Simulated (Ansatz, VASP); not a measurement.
Ti: VASP beside Ansatz

Contents of POSCAR:

```
Ti
1.0
    2.9101302477      0.0000000000      0.0000000000
   -1.4550651239      2.5202467229      0.0000000000
    0.0000000000      0.0000000000      4.6167490031
Ti
2
Direct
    0.6666666667      0.3333333333      0.7500000000
    0.3333333333      0.6666666667      0.2500000000
```

Contents of INCAR.step1:

```
ALGO = Normal ; EDIFF = 1E-4
ENCUT = 520 ; GGA = PE
ISMEAR = -1 ; LASPH = T
LCHARG = F ; LREAL = F
LWAVE = T ; NBANDS = 19
NELM = 100 ; PREC = Accurate
SIGMA = 0.05
```

INCAR.step2

```
ALGO = Normal ; EDIFF = 1E-6
ENCUT = 520 ; ISIF = 2
ISMEAR = -1 ; ISTART = 1
LASPH = T ; LCHARG = T
LELF = T ; LMIXTAU = T
LREAL = F ; LVHAR = T
LWAVE = F ; METAGGA = R2SCAN
NBANDS = 19 ; NELM = 100
PREC = Accurate ; SIGMA = 0.05
```

Contents of KPOINTS:

```
k-points
0
Gamma
  10 10 6
```

The input input.yaml:

```yaml
crystal:
  lattice:
    - [2.9101302477, 0.0, 0.0]
    - [-1.4550651239, 2.5202467229, 0.0]
    - [0.0, 0.0, 4.6167490031]
  atoms:
    - { symbol: Ti, position: [0.6666666667, 0.3333333333, 0.75] }
    - { symbol: Ti, position: [0.3333333333, 0.6666666667, 0.25] }
hamiltonian:
  xc: r2scan
  pseudopotentials: { kind: paw }
kpoints:
  mp_grid: { grid: [10, 10, 6] }
scf:
  occupations: { method: fermi_dirac, width: 0.05 }
output:
  forces: true
  stress: true
  eigenvalues: true
```

Alike in both runs: task single point; functional r2SCAN; k mesh 10 × 10 × 6; occupations fermi-dirac, width 0.05 eV; no spin polarisation.

|  | VASP | Ansatz |
| --- | --- | --- |
| version | VASP 6.6.1 | Ansatz 0.2.0 |
| potentials or method | VASP PAW PBE potentials, release 64 (Ti_sv) | Ansatz PAW |
| plane-wave cutoff (eV) | 520 | 500 |
| valence electrons in the cell | 24 | 24 |

Ansatz gave:

```
gap on the k mesh at the Fermi level (eV)                     : none
pressure (GPa)                                                : 2.8
traceless stress, the component that is largest in VASP (GPa) : -0.44
```

Q: Which values does VASP return?

A: gap on the k mesh at the Fermi level (eV): none; pressure (GPa): 3.1; traceless stress, the component that is largest in VASP (GPa): -0.44.

VASP's potentials were made for PBE, not for r2SCAN. A gap of «none» marks a metal or a gap that the smearing closes.
